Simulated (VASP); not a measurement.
Write the native input for VASP 6.6.1 that does the following.

* Task: single point
* Functional: PBE
* Potentials or basis: VASP PAW PBE potentials, release 64 (Co)
* Cutoff: 520 eV
* k mesh: 26 × 26 × 26
* Occupations: fermi-dirac, width 0.1 eV
* Spin: no spin polarisation
* Dipole correction: no
* Further INCAR settings: ALGO = Normal; EDIFF = 1e-06; NBANDS = 10

The structure of Co lies in POSCAR:

```
Co
1.0
   -1.4188881418      1.4188881418      1.4188881418
    1.4188881418     -1.4188881418      1.4188881418
    1.4188881418      1.4188881418     -1.4188881418
Co
1
Direct
    0.0000000000      0.0000000000      0.0000000000
```

This cell differs from its parent crystal: volume scaled by 1.08.

The input as run:

INCAR

```
  PREC = Accurate
  ENCUT = 520
  EDIFF = 1E-6
  ISMEAR = -1
  SIGMA = 0.1
  LREAL = False
  LASPH = True
  NELM = 60
  ALGO = Normal
  ISIF = 2
  LWAVE = False
  LCHARG = True
  GGA = PE
  LELF = True
  LVHAR = True
  NBANDS = 10
```

KPOINTS

```
Automatic mesh
0
Gamma
  26 26 26
```

Potentials or basis: VASP PAW PBE potentials, release 64 (Co).

Run with:

```console
$ cat potpaw_PBE.64/Co/POTCAR > POTCAR
$ mpirun -np 1 vasp_std > vasp.out
```

Results of the run:

```
Pressure : -15.4 GPa
```

Caveat: the run has no spin polarisation, though such a crystal can be magnetic.

Run time: 30 s on 1 thread of Intel Xeon 6975P-C, with other jobs on the host, peak memory 0.17 GiB.
